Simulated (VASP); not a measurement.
A run of VASP 6.6.1:

The input INCAR:

```
PREC = Accurate ; ENCUT = 520
EDIFF = 1E-7 ; ISMEAR = 0
SIGMA = 0.1 ; LREAL = F
LASPH = T ; NELM = 80
ALGO = Fast ; ISIF = 2
LWAVE = F ; LCHARG = F
GGA = PE ; NBANDS = 18
```

Contents of KPOINTS:

```
regular mesh
0
Gamma
  12 12 12
```

The input POSCAR:

```
RbTl
1.0
    0.0000000000      3.7917781266      3.7917781266
    3.7917781266      0.0000000000      3.7917781266
    3.7917781266      3.7917781266      0.0000000000
Rb Tl
1 1
Direct
    0.0000000000      0.0000000000      0.0000000000
    0.5000000000      0.5000000000      0.5000000000
```

Potentials or basis: VASP PAW PBE potentials, release 64 (Rb_sv, Tl_d).

The run is started by

```console
$ cat potpaw_PBE.64/Rb_sv/POTCAR potpaw_PBE.64/Tl_d/POTCAR > POTCAR
$ mpirun -np 1 vasp_std > vasp.out
```

Hardware: 1 thread of Intel(R) Xeon(R) Platinum 8375C CPU @ 2.90GHz (Ice Lake), with other jobs on the host.

Q: How long does it take, and how much memory?

A: Wall time 2.5 min on 1 thread of Intel(R) Xeon(R) Platinum 8375C CPU @ 2.90GHz (Ice Lake) (shared host), peak memory 0.33 GiB. Counts: scf iterations 16, k points 72.
